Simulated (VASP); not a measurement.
# Sn (Pm-3m) in VASP: notebook

The runs below take Sn through single point, with revPBE.

Everything below comes from runs of VASP 6.6.1. Logs are shortened: lines on timing, memory, paths and dates and some standing lists are left out, and cuts for length are marked.

## (1) The cell of the first run

It takes space group Pm-3m (No. 221, cubic). The conventional cell has a = 3.106 Å, b = 3.106 Å, c = 3.106 Å, α = 90.00°, β = 90.00°, γ = 90.00°. Within 4.1 Å of Sn (site symmetry m-3m) lie 6 Sn at 3.11 Å.

## (2) Single point, revPBE

File INCAR:

```
SYSTEM = Sn
ALGO = Normal ; EDIFF = 1E-7
ENCUT = 520 ; GGA = RE
ISIF = 2 ; ISMEAR = -1
LASPH = .True. ; LCHARG = .False.
LREAL = .False. ; LWAVE = .False.
NBANDS = 13 ; NELM = 100
PREC = Accurate ; SIGMA = 0.1
```

File KPOINTS:

```
k-points
0
Gamma
  11 11 11
  0 0 0
```

File POSCAR:

```
Sn
1.0
    3.1057489399      0.0000000000      0.0000000000
    0.0000000000      3.1057489399      0.0000000000
    0.0000000000      0.0000000000      3.1057489399
Sn
1
Direct
    0.0000000000      0.0000000000      0.0000000000
```

Potentials or basis: VASP PAW PBE potentials, release 64 (Sn_d).

Run with:

```bash
> cat potpaw_PBE.64/Sn_d/POTCAR > POTCAR
> mpirun -np 1 vasp_std > vasp.out
```

OUTCAR:

```text
SYSTEM = Sn
   EDIFF = 1E-7
   ENCUT = 520
   GGA = RE
   ISIF = 2
   ISMEAR = -1
   LASPH = .True.
   LREAL = .False.
   NELM = 100
   PREC = Accurate

 ion  position               nearest neighbor table
   1  0.000  0.000  0.000-

  LATTYP: Found a simple cubic cell.
 ALAT       =     3.1057489399

  Lattice vectors:

 A1 = (   3.1057489399,   0.0000000000,   0.0000000000)
 A2 = (   0.0000000000,   3.1057489399,   0.0000000000)
 A3 = (   0.0000000000,   0.0000000000,   3.1057489399)

Analysis of symmetry for initial positions (statically):
=====================================================================
 Subroutine PRICEL returns:
 Original cell was already a primitive cell.

 Routine SETGRP: Setting up the symmetry group for a
 simple cubic supercell.

 Subroutine GETGRP returns: Found 48 space group operations
 (whereof 48 operations were pure point group operations)
 out of a pool of 48 trial point group operations.

The static configuration has the point symmetry O_h .

Analysis of symmetry for dynamics (positions and initial velocities):
=====================================================================
 Subroutine PRICEL returns:
 Original cell was already a primitive cell.

 Routine SETGRP: Setting up the symmetry group for a
 simple cubic supercell.

 Subroutine GETGRP returns: Found 48 space group operations
 (whereof 48 operations were pure point group operations)
 out of a pool of 48 trial point group operations.

The dynamic configuration has the point symmetry O_h .

 Subroutine INISYM returns: Found 48 space group operations
 (whereof 48 operations are pure point group operations),
 and found     1 'primitive' translations

----------------------------------------------------------------------------------------

                                     Primitive cell

  volume of cell :      29.9570

  direct lattice vectors                    reciprocal lattice vectors
     3.105748940  0.000000000  0.000000000     0.321983528  0.000000000  0.000000000
     0.000000000  3.105748940  0.000000000     0.000000000  0.321983528  0.000000000
     0.000000000  0.000000000  3.105748940     0.000000000  0.000000000  0.321983528

  length of vectors
     3.105748940  3.105748940  3.105748940     0.321983528  0.321983528  0.321983528

  position of ions in fractional coordinates (direct lattice)
     0.000000000  0.000000000  0.000000000

  ion indices of the primitive-cell ions
   primitive index   ion index
                 1           1

----------------------------------------------------------------------------------------

 KPOINTS: k-points

Automatic generation of k-mesh.
 Grid dimensions read from file:
 generate k-points for:   11   11   11

 Generating k-lattice:

  Cartesian coordinates                     Fractional coordinates (reciprocal lattice)
     0.029271230  0.000000000  0.000000000     0.090909091  0.000000000  0.000000000
     0.000000000  0.029271230  0.000000000     0.000000000  0.090909091  0.000000000
     0.000000000  0.000000000  0.029271230     0.000000000  0.000000000  0.090909091

  Length of vectors
     0.029271230  0.029271230  0.029271230

  Shift w.r.t. Gamma in fractional coordinates (k-lattice)
     0.000000000  0.000000000  0.000000000

 Subroutine IBZKPT returns following result:
 ===========================================

 Found     56 irreducible k-points:

 Following reciprocal coordinates:
            Coordinates               Weight
  0.000000  0.000000  0.000000      1.000000
  0.090909  0.000000  0.000000      6.000000
  0.181818  0.000000  0.000000      6.000000
  0.272727  0.000000  0.000000      6.000000
  0.363636  0.000000  0.000000      6.000000
  0.454545  0.000000  0.000000      6.000000
[... 16 lines left out ...]
  0.181818  0.090909  0.090909     24.000000
  0.272727  0.090909  0.090909     24.000000
 [... further k-points ...]
   k-points           NKPTS =     56   k-points in BZ     NKDIM =     56   number of bands    NBANDS=     13
   number of dos      NEDOS =    301   number of ions     NIONS =      1
   total plane-waves  NPLWV =  13824
   dimension x,y,z NGX =    24 NGY =   24 NGZ =   24
   dimension x,y,z NGXF=    48 NGYF=   48 NGZF=   48
   ions per type =               1
   NGX,Y,Z   is equivalent  to a cutoff of  12.85, 12.85, 12.85 a.u.
   NGXF,Y,Z  is equivalent  to a cutoff of  25.69, 25.69, 25.69 a.u.
 SYSTEM =  Sn
   PREC   = accura    normal or accurate (medium, high low for compatibility)
   ISTART =      0    job   : 0-new  1-cont  2-samecut
   ICHARG =      2    charge: 1-file 2-atom 10-const
   ISPIN  =      1    spin polarized calculation?
   LNONCOLLINEAR =      F non collinear calculations
   LSORBIT =      F    spin-orbit coupling
   LASPH  =      T    aspherical Exc in radial PAW
   ENCUT  =  520.0 eV  38.22 Ry    6.18 a.u.   5.77  5.77  5.77*2*pi/ulx,y,z
   NELM   =    100;   NELMIN=  2; NELMDL= -5     # of ELM steps
   EDIFF  = 0.1E-06   stopping-criterion for ELM
   LREAL  =      F    real-space projection
   EDIFFG = 0.1E-05   stopping-criterion for IOM
   NSW    =      0    number of steps for IOM
   IBRION =     -1    ionic relax: 0-MD 1-quasi-New 2-CG
   NFREE  =      0    steps in history (QN), initial steepest desc. (CG)
   ISIF   =      2    stress and relaxation
   ISYM   =      2    0-nonsym 1-usesym 2-fastsym
   POTIM  = 0.5000    time-step for ionic-motion
   TEBEG  =    0.0;   TEEND  =   0.0 temperature during run
   PSTRESS=    0.0 pullay stress
   NELECT =      14.0000    total number of electrons
   NUPDOWN=      -1.0000    fix difference up-down
   EMIN   =  10.00;   EMAX   =-10.00  energy-range for DOS
   EFERMI =   0.00;   METHOD = LEGACY
   ISMEAR =    -1;   SIGMA  =   0.10  broadening in eV -4-tet -1-fermi 0-gaus
   EFERMI_NEDOS =   21; number of points for ismear=-14 and -15
   IALGO  =     38    algorithm
   IMIX   =      4    mixing-type and parameters
     AMIX     =   0.40;   BMIX     =  1.00
     AMIX_MAG =   1.60;   BMIX_MAG =  1.00
  volume/ion in A,a.u.               =      29.96       202.16
  Fermi-wavevector in a.u.,A,eV,Ry     =   1.270431  2.400767 21.959742  1.613996
  Thomas-Fermi vector in A             =   2.403419
   LORBIT       =      0    0 simple, 1 ext, 2 COOP (PROOUT), +10 PAW based schemes
   GGA     = RE    functional components
   LHFCALC =     F    Hartree Fock is set to
   AEXX    =    0.0000 exact exchange contribution
   IVDW    =     0    specifies the selected vdW correction
   LEPSILON=     F    determine dielectric tensor
   LRPA    =     F    only Hartree local field effects (RPA)
 non-spin polarized calculation
  energy-cutoff  :      520.00
  volume of cell :       29.96
 maximum number of plane-waves:       816
 NGX is ok and might be reduce to    24
   NGX = 11   NGY = 11   NGZ = 11

 number of electron      13.9999985 magnetization

 Free energy of the ion-electron system (eV)
  ---------------------------------------------------
  ext. energy  EPLUGINS =         0.00000000
  ---------------------------------------------------
  free energy    TOTEN  =        -3.46485694 eV

  energy without entropy =       -3.44131876  energy(sigma->0) =       -3.45308785

 E-fermi :   6.7316     XC(G=0):  -9.7388

 val. band max:        6.7135982225   @ k =   0.4545   0.4545   0.3636
 cond. band min:       6.8217463908   @ k =   0.2727   0.2727   0.0909
 fundamental gap:      0.1081481683
 Fermi energy:         6.7315723794

 k-point     1 :       0.0000    0.0000    0.0000
  band No.  band energies     occupation
      1     -14.7813      2.00000
      2     -14.7813      2.00000
      3     -14.4410      2.00000
      4     -14.4410      2.00000
      5     -14.4410      2.00000
      6      -3.6533      2.00000
      7      12.0264      0.00000
      8      12.0264      0.00000
      9      12.0264      0.00000
     10      15.2871      0.00000
     11      15.2871      0.00000
     12      16.5400      0.00000
     13      26.5893      0.00000

 k-point     2 :       0.0909    0.0000    0.0000
  band No.  band energies     occupation
      1     -14.7799      2.00000
      2     -14.7595      2.00000
      3     -14.4481      2.00000
      4     -14.4481      2.00000
      5     -14.4405      2.00000
      6      -3.5257      2.00000
      7      10.4969      0.00000
      8      12.1614      0.00000
      9      12.1614      0.00000
     10      15.3853      0.00000
     11      16.0285      0.00000
     12      17.6211      0.00000
     13      25.5041      0.00000

 k-point     3 :       0.1818    0.0000    0.0000
  band No.  band energies     occupation
      1     -14.7765      2.00000
      2     -14.7012      2.00000
      3     -14.4670      2.00000
      4     -14.4670      2.00000
      5     -14.4389      2.00000
      6      -3.1445      2.00000
      7       8.1516      0.00000
      8      12.5527      0.00000
      9      12.5527      0.00000
     10      15.6808      0.00000
     11      16.4358      0.00000
     12      20.4205      0.00000
     13      23.6842      0.00000

 k-point     4 :       0.2727    0.0000    0.0000
  band No.  band energies     occupation
      1     -14.7719      2.00000
      2     -14.6245      2.00000
      3     -14.4917      2.00000
      4     -14.4917      2.00000
      5     -14.4369      2.00000
      6      -2.5206      2.00000
      7       5.9251      1.99937
      8      13.1520      0.00000
      9      13.1520      0.00000
     10      16.1757      0.00000
     11      16.9134      0.00000
     12      21.9238      0.00000
     13      22.6610      0.00000

 k-point     5 :       0.3636    0.0000    0.0000
  band No.  band energies     occupation
      1     -14.7677      2.00000
      2     -14.5540      2.00000
      3     -14.5142      2.00000
      4     -14.5142      2.00000
      5     -14.4350      2.00000
      6      -1.7037      2.00000
      7       4.0022      2.00000
      8      13.8458      0.00000
      9      13.8458      0.00000
     10      16.8706      0.00000
     11      17.5345      0.00000
     12      20.3587      0.00000
     13      21.1190      0.00000

 k-point     6 :       0.4545    0.0000    0.0000
  band No.  band energies     occupation
      1     -14.7652      2.00000
      2     -14.5275      2.00000
      3     -14.5275      2.00000
      4     -14.5120      2.00000
      5     -14.4339      2.00000
      6      -0.9247      2.00000
      7       2.6605      2.00000
      8      14.3791      0.00000
      9      14.3791      0.00000
     10      17.7326      0.00000
     11      18.1639      0.00000
     12      19.0563      0.00000
     13      20.1540      0.00000

 k-point     7 :       0.0909    0.0909    0.0000
  band No.  band energies     occupation
      1     -14.7685      2.00000
      2     -14.7478      2.00000
      3     -14.4554      2.00000
      4     -14.4478      2.00000
      5     -14.4472      2.00000
      6      -3.3982      2.00000
      7      10.5117      0.00000
      8      10.7471      0.00000
      9      12.2968      0.00000
     10      15.7756      0.00000
     11      17.1904      0.00000
     12      17.9749      0.00000
     13      24.0491      0.00000
[... 193 lines left out ...]
 k-point    20 :       0.4545    0.3636    0.0000
  band No.  band energies     occupation
      1     -14.6472      2.00000
      2     -14.6264      2.00000
      3     -14.5192      2.00000
      4     -14.5048      2.00000
      5     -14.3743      2.00000
      6       1.0504      2.00000
      7       4.3840      2.00000
      8       6.4153      1.91882
      9      11.0115      0.00000
     10      16.3283      0.00000
     11      19.7476      0.00000
     12      20.6922      0.00000
     13      21.7680      0.00000

 k-point    21 :       0.4545    0.4545    0.0000
  band No.  band energies     occupation
      1     -14.6444      2.00000
      2     -14.6357      2.00000
      3     -14.5178      2.00000
      4     -14.5176      2.00000
      5     -14.3381      2.00000
      6       1.9146      2.00000
      7       4.8486      2.00000
      8       5.0363      2.00000
      9      10.0102      0.00000
     10      16.8996      0.00000
     11      20.4343      0.00000
     12      20.8698      0.00000
     13      22.5055      0.00000

 k-point    22 :       0.0909    0.0909    0.0909
  band No.  band energies     occupation
      1     -14.7466      2.00000
      2     -14.7466      2.00000
      3     -14.4554      2.00000
      4     -14.4545      2.00000
      5     -14.4545      2.00000
      6      -3.2707      2.00000
      7      10.6401      0.00000
      8      10.6401      0.00000
      9      11.0074      0.00000
     10      17.2924      0.00000
     11      17.2924      0.00000
     12      18.2485      0.00000
     13      23.8834      0.00000

 k-point    23 :       0.1818    0.0909    0.0909
  band No.  band energies     occupation
      1     -14.7432      2.00000
      2     -14.6876      2.00000
      3     -14.4746      2.00000
      4     -14.4738      2.00000
      5     -14.4531      2.00000
      6      -2.8898      2.00000
      7       8.3943      0.00000
      8      11.0146      0.00000
      9      11.2937      0.00000
     10      17.5886      0.00000
     11      18.0761      0.00000
     12      20.4127      0.00000
     13      21.8511      0.00000

 k-point    24 :       0.2727    0.0909    0.0909
  band No.  band energies     occupation
      1     -14.7389      2.00000
      2     -14.6101      2.00000
      3     -14.5000      2.00000
      4     -14.4990      2.00000
      5     -14.4509      2.00000
      6      -2.2666      2.00000
      7       6.1727      1.99255
      8      11.5973      0.00000
      9      11.9003      0.00000
     10      18.0096      0.00000
     11      18.1949      0.00000
     12      20.0878      0.00000
     13      20.8195      0.00000

 [... further k-points ...]
[... 5 lines left out ...]
  --------------------------------------------------------------------------------------
  -------------------------------------------------------------------------------------
  Total        0.0609045      0.0609045      0.0609045      0.0000000     -0.0000000      0.0000000
  in kB        3.2573212      3.2573212      3.2573212      0.0000000     -0.0000000      0.0000000
  external PRESSURE =       3.2573212 kB  Pullay stress =       0.0000000 kB

 VOLUME and BASIS-vectors are now :
 -----------------------------------------------------------------------------
  energy-cutoff  :      520.00
  volume of cell :       29.96
      direct lattice vectors                 reciprocal lattice vectors
     3.105748940  0.000000000  0.000000000     0.321983528  0.000000000  0.000000000
     0.000000000  3.105748940  0.000000000     0.000000000  0.321983528  0.000000000
     0.000000000  0.000000000  3.105748940     0.000000000  0.000000000  0.321983528

 POSITION                                       TOTAL-FORCE (eV/Angst)
 -----------------------------------------------------------------------------------
      0.00000      0.00000      0.00000         0.000000      0.000000      0.000000
 -----------------------------------------------------------------------------------
    total drift:                                0.000000     -0.000000      0.000000

  FREE ENERGIE OF THE ION-ELECTRON SYSTEM (eV)
  ---------------------------------------------------
  free  energy   TOTEN  =        -3.4648569366 eV

  energy  without entropy=       -3.4413187564  energy(sigma->0) =       -3.45308785
```

It took 18 s on 1 thread of Intel Xeon 8259CL, shared host; peak memory 0.14 GiB.

What came out:

```
Free energy            : -3.4649 eV
Pressure               : 0.3 GPa
Band gap on the k mesh : zero (band 7 reaches 12.03 eV, above the bottom of band 8 at 5.04 eV)
```

Levels at points of the mesh, in eV from the Fermi level:
```csv
k point,band 5,band 6,band 7,band 8,band 9,band 10
"(0.00, 0.00, 0.00)",-21.17,-10.38,5.29,5.29,5.29,8.56
```

Caveat: the PAW data sets were made with another functional, which shifts forces and pressure a little; spin-orbit coupling is left out, which moves the levels of the heavy elements.

(Part 1 of 2 ends here.)
